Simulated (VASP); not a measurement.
# C (R3m) in VASP: single point with LDA

Aim: the single point of C with LDA.

The COD entry that gives the cell may itself be a prediction, so a difference from it is no test against experiment.

Everything below comes from runs of VASP 6.6.1. Logs are shortened: lines on timing, memory, paths and dates and some standing lists are left out, and cuts for length are marked.

## Step 1: The cell of the first run

The structure is trigonal, space group R3m (No. 160). Conventional cell: a = 2.491 Å, b = 2.491 Å, c = 30.762 Å, α = 90.00°, β = 90.00°, γ = 120.00°. C (site symmetry 3m) has 4 C at 1.53 Å within 2.0 Å. Within 2.0 Å of C (site symmetry 3m) lie 4 C at 1.53 Å. C (site symmetry 3m) has 4 C at 1.53 Å within 2.0 Å. C (site symmetry 3m) has 4 C at 1.53 Å within 2.0 Å. C (site symmetry 3m) has 4 C at 1.53 Å within 2.0 Å. Within 2.0 Å of C (site symmetry 3m) lie 4 C at 1.53 Å. C (site symmetry 3m) has 3 C at 1.53 Å within 2.0 Å. Within 2.0 Å of C (site symmetry 3m) lie 4 C at 1.53 to 1.55 Å.

## Step 2: Single point, LDA

File INCAR:

```
SYSTEM = C
PREC = Accurate ; ENCUT = 520
EDIFF = 1E-6 ; ISMEAR = 0
SIGMA = 0.05 ; LREAL = .False.
LASPH = .True. ; NELM = 60
ALGO = Normal ; ISIF = 2
LWAVE = .False. ; LCHARG = .True.
LELF = .True. ; LVHAR = .True.
NBANDS = 31
```

File KPOINTS:

```
Automatic mesh
0
Gamma
  10 10 3
  0 0 0
```

File POSCAR:

```
C
1.0
   -2.4912907516      0.0000000000      0.0000000000
   -1.2456453758     -2.1575210791      0.0000000000
   -1.2457699403     -0.7192456104     10.2538776052
C
10
Direct
   -0.5579810244     -0.5579810244      0.8741556576
    0.4916610444      0.4916610444      0.7252443424
    0.0248334907      0.0248334907      0.1257869493
    0.5755465293      0.5755465293      0.4736130507
   -0.0248414897     -0.0248414897      0.2747969895
    0.6252215097      0.6252215097      0.3246030105
   -0.2413620533     -0.2413620533      0.9242937306
    0.1750420733      0.1750420733      0.6751062694
    0.3748756089      0.3748756089      0.0756656066
    0.2255044111      0.2255044111      0.5237343934
```

Potentials or basis: VASP PAW LDA potentials, release 64 (C).

Command:

```console
cat potpaw_LDA.64/C/POTCAR > POTCAR
mpirun -np 1 vasp_std > vasp.out
```

OUTCAR:

```text
SYSTEM = C
   PREC = Accurate
   ENCUT = 520
   EDIFF = 1E-6
   ISMEAR = 0
   LREAL = .False.
   LASPH = .True.
   NELM = 60
   ISIF = 2

 ion  position               nearest neighbor table
   1  0.442  0.442  0.874-   2 1.53   7 1.53   7 1.53   7 1.53   9 2.07
   2  0.492  0.492  0.725-   1 1.53   8 1.53   8 1.53   8 1.53
   3  0.025  0.025  0.126-   9 1.53   9 1.53   9 1.53   5 1.53
   4  0.576  0.576  0.474-  10 1.53  10 1.53  10 1.53   6 1.53
   5  0.975  0.975  0.275-   6 1.53   6 1.53   6 1.53   3 1.53
   6  0.625  0.625  0.325-   5 1.53   5 1.53   5 1.53   4 1.53
   7  0.759  0.759  0.924-   1 1.53   1 1.53   1 1.53
   8  0.175  0.175  0.675-   2 1.53   2 1.53   2 1.53  10 1.55
   9  0.375  0.375  0.076-   3 1.53   3 1.53   3 1.53   1 2.07
  10  0.226  0.226  0.524-   4 1.53   4 1.53   4 1.53   8 1.55

  LATTYP: Found a trigonal (rhomboedric) cell.
 ALAT       =    10.3542572057
 COS(alpha) =     0.9710545079

  Lattice vectors:

 A1 = (   1.2455208113,  -0.7192456104,  10.2538776052)
 A2 = (  -0.0001245645,   1.4382754687,  10.2538776052)
 A3 = (  -1.2457699403,  -0.7192456104,  10.2538776052)

Analysis of symmetry for initial positions (statically):
=====================================================================
 Subroutine PRICEL returns:
 Original cell was already a primitive cell.

 Routine SETGRP: Setting up the symmetry group for a
 trigonal (rhombohedral) supercell.

 Subroutine GETGRP returns: Found  2 space group operations
 (whereof  2 operations were pure point group operations)
 out of a pool of 12 trial point group operations.

The static configuration has the point symmetry C_1h.

Analysis of symmetry for dynamics (positions and initial velocities):
=====================================================================
 Subroutine PRICEL returns:
 Original cell was already a primitive cell.

 Routine SETGRP: Setting up the symmetry group for a
 trigonal (rhombohedral) supercell.

 Subroutine GETGRP returns: Found  2 space group operations
 (whereof  2 operations were pure point group operations)
 out of a pool of 12 trial point group operations.

The dynamic configuration has the point symmetry C_1h.

 Subroutine INISYM returns: Found  2 space group operations
 (whereof  2 operations are pure point group operations),
 and found     1 'primitive' translations

----------------------------------------------------------------------------------------

                                     Primitive cell

  volume of cell :      55.1147

  direct lattice vectors                    reciprocal lattice vectors
    -2.491290752  0.000000000  0.000000000    -0.401398351  0.231747446 -0.032511278
    -1.245645376 -2.157521079  0.000000000     0.000000000 -0.463494892 -0.032511278
    -1.245769940 -0.719245610 10.253877605     0.000000000  0.000000000  0.097524082

  length of vectors
     2.491290752  2.491290752 10.354287177     0.464633725  0.464633725  0.097524082

  position of ions in fractional coordinates (direct lattice)
     0.442018976  0.442018976  0.874155658
     0.491661044  0.491661044  0.725244342
     0.024833491  0.024833491  0.125786949
     0.575546529  0.575546529  0.473613051
     0.975158510  0.975158510  0.274796989
     0.625221510  0.625221510  0.324603010
     0.758637947  0.758637947  0.924293731
     0.175042073  0.175042073  0.675106269
     0.374875609  0.374875609  0.075665607
     0.225504411  0.225504411  0.523734393

  ion indices of the primitive-cell ions
   primitive index   ion index
                 1           1
                 2           2
                 3           3
                 4           4
                 5           5
[... 31 lines left out ...]
|           W    W  A    A  R    R  N N  N  II  N N  N  G       !!!           |
|           W WW W  AAAAAA  RRRRR   N  N N  II  N  N N  G  GGG   !            |
|           WW  WW  A    A  R   R   N   NN  II  N   NN  G    G                |
|           W    W  A    A  R    R  N    N  II  N    N   GGGG   !!!           |
|                                                                             |
|     Your reciprocal lattice and k-lattice belong to different lattice       |
|     classes:                                                                |
|                                                                             |
|        The reciprocal lattice is rhombohedral (trigonal),                   |
|        whereas your k-lattice is base-centered monoclinic.                  |
|                                                                             |
|     Results are often still useful ...                                      |
|                                                                             |
 -----------------------------------------------------------------------------

 WARNING: IBZKPT: internal override: KBLOWUP is changed to .FALSE.
      ... skipping the blow-up phase ...

 Subroutine IBZKPT returns following result:
 ===========================================

 Found     86 irreducible k-points:

 Following reciprocal coordinates:
            Coordinates               Weight
  0.000000  0.000000  0.000000      1.000000
  0.100000  0.000000  0.000000      4.000000
  0.200000  0.000000  0.000000      4.000000
  0.300000  0.000000  0.000000      4.000000
  0.400000  0.000000  0.000000      4.000000
  0.500000  0.000000  0.000000      2.000000
[... 16 lines left out ...]
  0.300000  0.300000  0.000000      2.000000
  0.400000  0.300000  0.000000      4.000000
 [... further k-points ...]
   k-points           NKPTS =     86   k-points in BZ     NKDIM =     86   number of bands    NBANDS=     31
   number of dos      NEDOS =    301   number of ions     NIONS =     10
   total plane-waves  NPLWV =  32000
   dimension x,y,z NGX =    20 NGY =   20 NGZ =   80
   dimension x,y,z NGXF=    40 NGYF=   40 NGZF=  160
   ions per type =              10
   NGX,Y,Z   is equivalent  to a cutoff of  13.35, 13.35, 12.84 a.u.
   NGXF,Y,Z  is equivalent  to a cutoff of  26.69, 26.69, 25.69 a.u.
 SYSTEM =  C
   PREC   = accura    normal or accurate (medium, high low for compatibility)
   ISTART =      0    job   : 0-new  1-cont  2-samecut
   ICHARG =      2    charge: 1-file 2-atom 10-const
   ISPIN  =      1    spin polarized calculation?
   LNONCOLLINEAR =      F non collinear calculations
   LSORBIT =      F    spin-orbit coupling
   LASPH  =      T    aspherical Exc in radial PAW
   ENCUT  =  520.0 eV  38.22 Ry    6.18 a.u.   4.63  4.63 19.25*2*pi/ulx,y,z
   NELM   =     60;   NELMIN=  2; NELMDL= -5     # of ELM steps
   EDIFF  = 0.1E-05   stopping-criterion for ELM
   LREAL  =      F    real-space projection
   EDIFFG = 0.1E-04   stopping-criterion for IOM
   NSW    =      0    number of steps for IOM
   IBRION =     -1    ionic relax: 0-MD 1-quasi-New 2-CG
   NFREE  =      0    steps in history (QN), initial steepest desc. (CG)
   ISIF   =      2    stress and relaxation
   ISYM   =      2    0-nonsym 1-usesym 2-fastsym
   POTIM  = 0.5000    time-step for ionic-motion
   TEBEG  =    0.0;   TEEND  =   0.0 temperature during run
   PSTRESS=    0.0 pullay stress
   NELECT =      40.0000    total number of electrons
   NUPDOWN=      -1.0000    fix difference up-down
   EMIN   =  10.00;   EMAX   =-10.00  energy-range for DOS
   EFERMI =   0.00;   METHOD = LEGACY
   ISMEAR =     0;   SIGMA  =   0.05  broadening in eV -4-tet -1-fermi 0-gaus
   EFERMI_NEDOS =   21; number of points for ismear=-14 and -15
   IALGO  =     38    algorithm
   IMIX   =      4    mixing-type and parameters
     AMIX     =   0.40;   BMIX     =  1.00
     AMIX_MAG =   1.60;   BMIX_MAG =  1.00
  volume/ion in A,a.u.               =       5.51        37.19
  Fermi-wavevector in a.u.,A,eV,Ry     =   1.471202  2.780169 29.448929  2.164435
  Thomas-Fermi vector in A             =   2.586366
   LORBIT       =      0    0 simple, 1 ext, 2 COOP (PROOUT), +10 PAW based schemes
   GGA     = CA    functional components
   LHFCALC =     F    Hartree Fock is set to
   AEXX    =    0.0000 exact exchange contribution
   IVDW    =     0    specifies the selected vdW correction
   LEPSILON=     F    determine dielectric tensor
   LRPA    =     F    only Hartree local field effects (RPA)
 non-spin polarized calculation
 Gauss-broadening in eV      SIGMA  =   0.05
  energy-cutoff  :      520.00
  volume of cell :       55.11
 maximum number of plane-waves:      1502
   NGX =  9   NGY =  9   NGZ = 39

 number of electron      39.9999998 magnetization

 Free energy of the ion-electron system (eV)
  ---------------------------------------------------
  ext. energy  EPLUGINS =         0.00000000
  ---------------------------------------------------
  free energy    TOTEN  =       -96.52358334 eV

  energy without entropy =      -96.52220600  energy(sigma->0) =      -96.52289467

 E-fermi :  10.4681     XC(G=0): -13.6760

 val. band max:       10.4633393589   @ k =  -0.3000   0.3000   0.3333
 cond. band min:      10.4702877217   @ k =  -0.4000   0.3000  -0.0000
 fundamental gap:      0.0069483628
 Fermi energy:        10.4680551342

 k-point     1 :       0.0000    0.0000    0.0000
  band No.  band energies     occupation
      1     -11.5676      2.00000
      2     -10.4498      2.00000
      3     -10.3869      2.00000
      4      -7.2872      2.00000
      5      -7.1398      2.00000
      6      -1.5210      2.00000
[... 805 lines left out ...]
     30      20.5911      0.00000
     31      21.8297      0.00000

 [... further k-points ...]

------------------------ aborting loop because EDIFF is reached ----------------------------------------

  FORCE on cell =-STRESS in cart. coord.  units (eV):
  Direction    XX          YY          ZZ          XY          YZ          ZX
  --------------------------------------------------------------------------------------
  -------------------------------------------------------------------------------------
  Total       -1.5333720     -1.5358575      9.2760697      0.0021525      0.0029192      0.0050561
  in kB      -44.5749148    -44.6471662    269.6540773      0.0625715      0.0848595      0.1469808
  external PRESSURE =      60.1439987 kB  Pullay stress =       0.0000000 kB

 VOLUME and BASIS-vectors are now :
 -----------------------------------------------------------------------------
  energy-cutoff  :      520.00
  volume of cell :       55.11
      direct lattice vectors                 reciprocal lattice vectors
    -2.491290752  0.000000000  0.000000000    -0.401398351  0.231747446 -0.032511278
    -1.245645376 -2.157521079  0.000000000     0.000000000 -0.463494892 -0.032511278
    -1.245769940 -0.719245610 10.253877605     0.000000000  0.000000000  0.097524082

 POSITION                                       TOTAL-FORCE (eV/Angst)
 -----------------------------------------------------------------------------------
     -2.74079     -1.58240      8.96349         0.000474      0.000274     -0.413056
     -2.74079     -1.58240      7.43657         0.001020      0.000589     -0.679786
     -0.24950     -0.14405      1.28980         0.001504      0.000868     -0.471305
     -2.74079     -1.58240      4.85637        -0.001711     -0.000988      0.136311
     -3.98644     -2.30157      2.81773        -0.001651     -0.000953      0.493567
     -2.74079     -1.58240      3.32844         0.001762      0.001018     -0.076793
     -3.98644     -2.30157      9.47759        -0.000163     -0.000094     -3.119935
     -1.49515     -0.86322      6.92246        -0.001375     -0.000794      0.175921
     -1.49515     -0.86322      0.77587        -0.001272     -0.000735      4.098509
     -1.49515     -0.86322      5.37031         0.001411      0.000815     -0.143432
 -----------------------------------------------------------------------------------
    total drift:                                0.000020      0.000011     -0.000923

  FREE ENERGIE OF THE ION-ELECTRON SYSTEM (eV)
  ---------------------------------------------------
  free  energy   TOTEN  =       -96.5235833430 eV

  energy  without entropy=      -96.5222060010  energy(sigma->0) =      -96.52289467
```

It took 72 s on 1 thread of Intel Xeon 6975P-C (Granite Rapids), shared host; peak memory 0.2 GiB.

What came out:

```yaml
Free_energy: -96.5236 eV
Pressure: 6.0 GPa
Largest_force: 4.099 eV/Å
Band_gap_on_the_k_mesh: zero (band 20 reaches 10.83 eV, above the bottom of band 21 at 10.46 eV)
```

Forces in eV/Å, atoms in the order of the input:
```
C    0.000  0.000 -0.413
C    0.001  0.001 -0.680
C    0.002  0.001 -0.471
C   -0.002 -0.001  0.136
C   -0.002 -0.001  0.494
C    0.002  0.001 -0.077
C    0.000  0.000 -3.120
C   -0.001 -0.001  0.176
C   -0.001 -0.001  4.099
C    0.001  0.001 -0.143
```

Caveat: forces of over 1 eV/Å act on the atoms, so gaps and moduli don't describe the material at rest.
